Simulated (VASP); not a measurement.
Set up this calculation in VASP 6.6.1, as the native input.

```yaml
Task: relaxation of cell and atoms
Functional: PBE
Potentials_or_basis: VASP PAW PBE potentials, release 64 (Ni, Si)
Cutoff: 600 eV
k_mesh: 15 × 15 × 15
Occupations: fermi-dirac, width 0.1 eV
Spin: no spin polarisation
Dipole_correction: no
Further_INCAR_settings: ALGO = Normal; EDIFF = 1e-06; IBRION = 2; EDIFFG = -0.005; NSW = 60; ISIF = 3
```

The structure of SiNi (rocksalt type) lies in POSCAR:

```
SiNi
1.0
    0.0000000000      2.3024851496      2.3024851496
    2.3024851496      0.0000000000      2.3024851496
    2.3024851496      2.3024851496      0.0000000000
Ni Si
1 1
Direct
    0.0000000000      0.0000000000      0.0000000000
    0.5000000000      0.5000000000      0.5000000000
```

These files were run (other wordings do the same):

INCAR

```
SYSTEM = SiNi
ALGO     = Normal         ! electronic algorithm
EDIFF    = 1E-6           ! SCF threshold, eV
EDIFFG   = -0.005         ! ionic threshold
ENCUT    = 600            ! plane-wave cutoff, eV
GGA      = PE             ! functional
IBRION   = 2              ! ionic algorithm
ISIF     = 3              ! what is computed and relaxed
ISMEAR   = -1             ! smearing method
LASPH    = .TRUE.         ! aspherical terms in the spheres
LCHARG   = .FALSE.        ! write CHGCAR
LREAL    = .FALSE.        ! projectors in reciprocal space
LWAVE    = .FALSE.        ! write WAVECAR
NELM     = 80             ! most SCF steps
NSW      = 60             ! ionic steps
PREC     = Accurate       ! precision mode
SIGMA    = 0.1            ! smearing width, eV
```

KPOINTS

```
k-points
0
G
  15 15 15
  0 0 0
```

Potentials or basis: VASP PAW PBE potentials, release 64 (Ni, Si).

The run is started by

```bash
$ cat potpaw_PBE.64/Ni/POTCAR potpaw_PBE.64/Si/POTCAR > POTCAR
$ mpirun -np 1 vasp_std > vasp.out
```

It gave:

```yaml
Relaxed_volume: 13.31 Å³/atom
Relaxed_cell: a = 3.351 Å, b = 3.351 Å, c = 3.351 Å, α = 60.00°, β = 60.00°, γ = 60.00°
Space_group_after_relaxing_to_0.1_Å: Fm-3m (No. 225)
Energy_gained_by_relaxing: 47.8 meV/atom
Ionic_steps: 5
Pressure_after_relaxing: 0.0 GPa
Band_gap_on_the_k_mesh: zero (bands 7 and 8 overlap by 4.82 eV)
```

It took 2.9 min on 1 thread of Intel Xeon 8259CL, on a shared host, peak memory 0.2 GiB.
